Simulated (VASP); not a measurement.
# Si2Ge3 (P4mm) in VASP: a series of runs, part 2 of 2

VASP 6.6.1. The steps go on from the part before.

### Step 4. Relaxation of cell and atoms, PBE

The input, INCAR:

```
SYSTEM = Si2Ge3
PREC = Accurate
ENCUT = 600
EDIFF = 1E-7
ISMEAR = 0
SIGMA = 0.1
LREAL = .FALSE.
LASPH = .TRUE.
NELM = 80
ALGO = Normal
ISIF = 3
LWAVE = .FALSE.
LCHARG = .FALSE.
GGA = PE
IBRION = 2
NSW = 90
EDIFFG = -0.04
```

The input, KPOINTS:

```
regular mesh
0
G
  4 4 4
  0 0 0
```

The input, POSCAR:

```
Si2Ge3
1.0
    3.7913843600      0.0000000000      0.0000000000
    0.0000000000      3.7913843600      0.0000000000
    0.0000000000      0.0000000000      5.5842497900
Si Ge
2 3
Direct
    0.0000000000      0.0000000000      0.7211286400
    0.5000000000      0.5000000000      0.2898103300
    0.5000000000      0.0000000000      0.9934612500
    0.0000000000      0.5000000000      0.9934612500
    0.0000000000      0.0000000000      0.2721384500
```

Potentials or basis: VASP PAW PBE potentials, release 64 (Si, Ge_d).

Command:

```console
> cat potpaw_PBE.64/Si/POTCAR potpaw_PBE.64/Ge_d/POTCAR > POTCAR
> mpirun -np 1 vasp_std > vasp.out
```

OUTCAR:

```text
SYSTEM = Si2Ge3
   PREC = Accurate
   ENCUT = 600
   EDIFF = 1E-7
   ISMEAR = 0
   LREAL = .FALSE.
   LASPH = .TRUE.
   NELM = 80
   ISIF = 3
   GGA = PE
   IBRION = 2
   NSW = 90
   EDIFFG = -0.04

 ion  position               nearest neighbor table
   1  0.000  0.000  0.721-   3 2.43   4 2.43   4 2.43   3 2.43   5 2.51
   2  0.500  0.500  0.290-   3 2.52   4 2.52   3 2.52   4 2.52   5 2.68   5 2.68   5 2.68   5 2.68

   3  0.500  0.000  0.993-   1 2.43   1 2.43   5 2.45   5 2.45   2 2.52   2 2.52   4 2.68   4 2.68
                             4 2.68   4 2.68
   4  0.000  0.500  0.993-   1 2.43   1 2.43   5 2.45   5 2.45   2 2.52   2 2.52   3 2.68   3 2.68
                             3 2.68   3 2.68
   5  0.000  0.000  0.272-   3 2.45   4 2.45   4 2.45   3 2.45   1 2.51   2 2.68   2 2.68   2 2.68
                             2 2.68

  LATTYP: Found a simple tetragonal cell.
 ALAT       =     3.7913843600
 C/A-ratio  =     1.4728788379

  Lattice vectors:

 A1 = (   3.7913843600,   0.0000000000,   0.0000000000)
 A2 = (   0.0000000000,   3.7913843600,   0.0000000000)
 A3 = (   0.0000000000,   0.0000000000,   5.5842497900)

Analysis of symmetry for initial positions (statically):
[... 165 lines left out ...]
 number of electron      49.9999969 magnetization

 Free energy of the ion-electron system (eV)
  ---------------------------------------------------
  ext. energy  EPLUGINS =         0.00000000
  ---------------------------------------------------
  free energy    TOTEN  =       -18.57295389 eV

  energy without entropy =      -18.56341505  energy(sigma->0) =      -18.56818447

------------------------ aborting loop because EDIFF is reached ----------------------------------------

  FORCE on cell =-STRESS in cart. coord.  units (eV):
  Direction    XX          YY          ZZ          XY          YZ          ZX
  --------------------------------------------------------------------------------------
  -------------------------------------------------------------------------------------
  Total       16.8903456     16.8903456     17.8074562      0.0000000      0.0000000      0.0000000
  in kB      337.1232095    337.1232095    355.4282983      0.0000000      0.0000000      0.0000000
  external PRESSURE =     343.2249058 kB  Pullay stress =       0.0000000 kB
[... 1303 lines left out ...]
     29       8.4659      0.00000
     30       8.4659      0.00000

[... ionic steps 4 to 11 ...]

--------------------------------------- Ionic step       12  -------------------------------------------

 number of electron      49.9999962 magnetization

------------------------ aborting loop because EDIFF is reached ----------------------------------------
[... 73 lines left out ...]
--------------------------------------- Ionic step       14  -------------------------------------------

 number of electron      49.9999961 magnetization

 Free energy of the ion-electron system (eV)
  ---------------------------------------------------
  ext. energy  EPLUGINS =         0.00000000
  ---------------------------------------------------
  free energy    TOTEN  =       -21.88621338 eV

  energy without entropy =      -21.87777780  energy(sigma->0) =      -21.88199559

 E-fermi :   5.3408     XC(G=0):  -9.9217

 val. band max:        5.3108401088   @ k =   0.5000   0.5000   0.5000
 cond. band min:       5.3534592442   @ k =   0.2500   0.2500   0.2500
 fundamental gap:      0.0426191354
 Fermi energy:         5.3408210150
[... 624 lines left out ...]
  FREE ENERGIE OF THE ION-ELECTRON SYSTEM (eV)
  ---------------------------------------------------
  free  energy   TOTEN  =       -21.8862133761 eV

  energy  without entropy=      -21.8777778018  energy(sigma->0) =      -21.88199559

 reached required accuracy - stopping structural energy minimisation
```

OSZICAR:

```text
N       E                     dE             d eps       ncg     rms          rms(c)
DAV:   1     0.470758937431E+03    0.47076E+03   -0.26301E+04  1254   0.471E+03
DAV:   2     0.632276916456E+02   -0.40753E+03   -0.39576E+03  1080   0.938E+02
DAV:   3    -0.145392954550E+02   -0.77767E+02   -0.75943E+02  1236   0.220E+02
[... 155 lines left out ...]
DAV:   3    -0.218863438083E+02    0.38955E-02   -0.80249E-03  1392   0.103E+00    0.114E-01
DAV:   4    -0.218862002793E+02    0.14353E-03   -0.25011E-03  1306   0.624E-01    0.345E-02
DAV:   5    -0.218862144972E+02   -0.14218E-04   -0.32487E-04  1182   0.227E-01    0.171E-02
DAV:   6    -0.218862133648E+02    0.11324E-05   -0.32300E-05  1368   0.129E-01    0.763E-03
DAV:   7    -0.218862134287E+02   -0.63877E-07   -0.57833E-06  1578   0.435E-02    0.272E-03
DAV:   8    -0.218862133761E+02    0.52605E-07   -0.86060E-07  1184   0.170E-02
  14 F= -.21886213E+02 E0= -.21881996E+02  d E =-.145159E-02
```

Wall time 9.7 min (1 thread of Intel Xeon Platinum 8559C (Emerald Rapids), shared host); peak memory 0.22 GiB.

What came out:

| Property | Result |
| --- | --- |
| Free energy | -21.8862 eV |
| Relaxed volume | 21.53 Å³/atom |
| Relaxed cell | a = 4.083 Å, b = 4.083 Å, c = 6.458 Å, α = 90.00°, β = 90.00°, γ = 90.00° |
| Space group after relaxing (to 0.1 Å) | P4mm (No. 99) |
| Energy gained by relaxing | 662.7 meV/atom |
| Ionic steps | 14 |
| Pressure after relaxing | -0.1 GPa |
| Largest force after relaxing | 0.011 eV/Å |
| Band gap on the k mesh | zero (bands 25 and 26 overlap by 1.92 eV) |

Forces in eV/Å, atoms in the order of the input:
```
Si   0.000  0.000  0.009
Si   0.000  0.000 -0.005
Ge   0.000  0.000  0.003
Ge   0.000  0.000  0.003
Ge   0.000  0.000 -0.011
```

Stress tensor (GPa, compression positive):
```
-0.13  0.00  0.00
 0.00 -0.13  0.00
 0.00  0.00  0.09
```

Step by step:
| step | energy change (eV) | largest force (eV/Å) | pressure (GPa) | volume (Å³) |
| --- | --- | --- | --- | --- |
| 1 | 0.0000 | 5.8691 | 34.32 | 80.27 |
| 2 | -2.2968 | 1.0134 | -8.14 | 127.22 |
| 3 | -3.0254 | 0.8715 | -1.59 | 106.27 |
| 4 | -3.0268 | 0.9149 | -1.30 | 105.70 |
| 5 | -3.0267 | 0.9596 | -0.97 | 105.15 |
| 6 | -3.0984 | 0.7248 | -0.13 | 103.60 |
| 7 | -3.1521 | 0.5320 | 1.98 | 100.66 |
| 8 | -3.2013 | 0.5903 | 0.73 | 103.29 |
| 9 | -3.2207 | 0.6255 | -0.57 | 106.42 |
| 10 | -3.2664 | 0.4796 | -0.44 | 106.95 |
| 11 | -3.2949 | 0.4578 | -0.15 | 107.67 |
| 12 | -3.3113 | 0.0991 | 0.10 | 107.36 |
| 13 | -3.3118 | 0.0652 | 0.09 | 107.41 |
| 14 | -3.3133 | 0.0106 | -0.05 | 107.67 |

Final structure:
```yaml
crystal:
  lattice:
    - [4.08333, 0.00000, 0.00000]
    - [0.00000, 4.08333, 0.00000]
    - [0.00000, 0.00000, 6.45761]
  atoms:
    - { symbol: Si, position: [0.00000, 0.00000, 0.73247] }
    - { symbol: Si, position: [0.50000, 0.50000, 0.25220] }
    - { symbol: Ge, position: [0.50000, 0.00000, 0.96671] }
    - { symbol: Ge, position: [0.00000, 0.50000, 0.96671] }
    - { symbol: Ge, position: [0.00000, 0.00000, 0.35191] }
```

Levels at points of the mesh, in eV from the Fermi level:
```csv
k point,band 23,band 24,band 25,band 26,band 27,band 28
"(0.00, 0.00, 0.00)",-0.76,-0.50,-0.50,0.85,1.08,1.52
"(0.50, 0.00, 0.00)",-1.34,-1.29,-0.38,1.09,1.29,2.39
"(0.50, 0.50, 0.00)",-3.83,-3.16,-1.42,-1.42,1.06,4.43
"(0.00, 0.00, 0.50)",-1.90,-1.31,-1.31,0.79,0.84,3.16
"(0.50, 0.00, 0.50)",-1.55,-1.24,-0.82,-0.14,0.32,1.76
"(0.50, 0.50, 0.50)",-3.46,-1.76,-0.03,0.61,0.61,2.36
```

Caveat: the k points lie up to 0.38 Å⁻¹ apart in the final cell, too coarse for converged energies and pressures of a metal; the volume moved by over 15 % at a fixed basis, so the end points are rough.

### Step 5. Single point, PBE

This run uses another cell than the first one, of 21.79 Å³/atom.

The input, INCAR:

```
PREC = Accurate
ENCUT = 520
EDIFF = 1E-7
ISMEAR = 0
SIGMA = 0.1
LREAL = False
LASPH = True
NELM = 80
ALGO = Normal
ISIF = 2
LWAVE = False
LCHARG = True
GGA = PE
LELF = True
LVHAR = True
NBANDS = 33
```

The input, KPOINTS:

```
Automatic mesh
0
Gamma
  10 10 6
```

The input, POSCAR:

```
Si2Ge3
1.0
    4.1134048515      0.0000000000      0.0000000000
    0.0000000000      4.1134048515      0.0000000000
    0.0000000000      0.0000000000      6.4387761331
Si Ge
2 3
Direct
    0.0000000000      0.0000000000      0.7355797289
    0.5000000000      0.5000000000      0.2435458640
    0.5000000000      0.0000000000      0.9697887933
    0.0000000000      0.5000000000      0.9697887933
    0.0000000000      0.0000000000      0.3512967404
```

Potentials or basis: VASP PAW PBE potentials, release 64 (Si, Ge_d).

Command:

```console
> cat potpaw_PBE.64/Si/POTCAR potpaw_PBE.64/Ge_d/POTCAR > POTCAR
> mpirun -np 1 vasp_std > vasp.out
```

OUTCAR:

```text
PREC = Accurate
   ENCUT = 520
   EDIFF = 1E-7
   ISMEAR = 0
   LREAL = False
   LASPH = True
   NELM = 80
   ISIF = 2
   GGA = PE

 ion  position               nearest neighbor table
   1  0.000  0.000  0.736-   5 2.47   4 2.55   3 2.55   4 2.55   3 2.55
   2  0.500  0.500  0.244-   3 2.71   4 2.71   3 2.71   4 2.71   5 2.99   5 2.99   5 2.99   5 2.99

   3  0.500  0.000  0.970-   1 2.55   1 2.55   2 2.71   2 2.71   4 2.91   4 2.91   4 2.91   4 2.91

[... 1073 lines left out ...]
  -------------------------------------------------------------------------------------
  Total        0.0021845      0.0021845     -0.0147753      0.0000000      0.0000000      0.0000000
  in kB        0.0321260      0.0321260     -0.2172901      0.0000000      0.0000000      0.0000000
  external PRESSURE =      -0.0510127 kB  Pullay stress =       0.0000000 kB

 VOLUME and BASIS-vectors are now :
 -----------------------------------------------------------------------------
  energy-cutoff  :      520.00
  volume of cell :      108.94
      direct lattice vectors                 reciprocal lattice vectors
     4.113404852  0.000000000  0.000000000     0.243107605  0.000000000  0.000000000
     0.000000000  4.113404852  0.000000000     0.000000000  0.243107605  0.000000000
     0.000000000  0.000000000  6.438776133     0.000000000  0.000000000  0.155309018

 POSITION                                       TOTAL-FORCE (eV/Angst)
 -----------------------------------------------------------------------------------
      0.00000      0.00000      4.73623         0.000000     -0.000000      0.004295
      2.05670      2.05670      1.56814         0.000000      0.000000      0.002275
      2.05670      0.00000      6.24425         0.000000     -0.000000     -0.002500
      0.00000      2.05670      6.24425         0.000000     -0.000000     -0.002500
      0.00000      0.00000      2.26192         0.000000     -0.000000     -0.001569
 -----------------------------------------------------------------------------------
    total drift:                                0.000000      0.000000     -0.000326

  FREE ENERGIE OF THE ION-ELECTRON SYSTEM (eV)
  ---------------------------------------------------
  free  energy   TOTEN  =       -21.8542834971 eV

  energy  without entropy=      -21.8431220281  energy(sigma->0) =      -21.84870276
```

It took 4 min on 1 thread of Intel Xeon Platinum 8559C (Emerald Rapids), shared host; peak memory 0.37 GiB.

What came out:

```yaml
Free_energy: -21.8543 eV
Pressure: 0.0 GPa
Largest_force: 0.004 eV/Å
Band_gap_on_the_k_mesh: zero (bands 25 and 26 overlap by 1.55 eV)
```

Forces in eV/Å, atoms in the order of the input:
```
Si   0.000  0.000  0.004
Si   0.000  0.000  0.002
Ge   0.000  0.000 -0.003
Ge   0.000  0.000 -0.003
Ge   0.000  0.000 -0.002
```

Levels at points of the mesh, in eV from the Fermi level:
```
           k point  band 22  band 23  band 24  band 25  band 26  band 27  band 28  band 29
(0.00, 0.00, 0.00)    -3.11    -0.79    -0.50    -0.50     0.85     0.96     1.42     1.42
(0.50, 0.00, 0.00)    -2.22    -1.55    -1.46    -0.62     0.95     1.27     2.52     2.54
(0.50, 0.50, 0.00)    -3.83    -3.83    -3.10    -1.33    -1.33     1.17     4.51     5.41
(0.00, 0.00, 0.50)    -3.81    -1.87    -1.31    -1.31     0.69     0.79     2.96     2.96
(0.50, 0.00, 0.50)    -2.03    -1.57    -1.50    -0.96    -0.18     0.27     1.79     2.00
(0.50, 0.50, 0.50)    -4.46    -3.39    -1.69    -0.05     0.71     0.71     2.48     2.75
```

### Step 6. Summary

```csv
task,cell,k mesh,cutoff (eV),gap on the mesh (eV),pressure (GPa),largest force (eV/Å)
single point,"a = 3.791, b = 3.791, c = 5.584 Å, 5 atoms, atomic positions A",4 × 4 × 4,520,none,34.3,5.87
single point,"a = 4.076, b = 4.076, c = 6.483 Å, 5 atoms, atomic positions B",4 × 4 × 4,520,none,0.0,0.01
relaxation of cell and atoms,"relaxed from a = 3.791, b = 3.791, c = 5.584 Å, 5 atoms, atomic positions A",4 × 4 × 4,600,none,-0.1,0.01
single point,"a = 4.113, b = 4.113, c = 6.439 Å, 5 atoms, atomic positions C",10 × 10 × 6,520,none,0.0,-
```

Alike in all rows: level PBE; potentials or basis VASP PAW PBE potentials, release 64 (Si, Ge_d); no spin polarisation; smearing gaussian 0.1 eV.

Caveats: some runs use coarse meshes; forces of over 1 eV/Å act on the atoms, so gaps and moduli don't describe the material at rest (at least some runs); the volume moved by over 15 % at a fixed basis, so the end points are rough (at least some runs).

Total energies depend on the potentials used, so only differences within one code and one set of settings carry meaning.
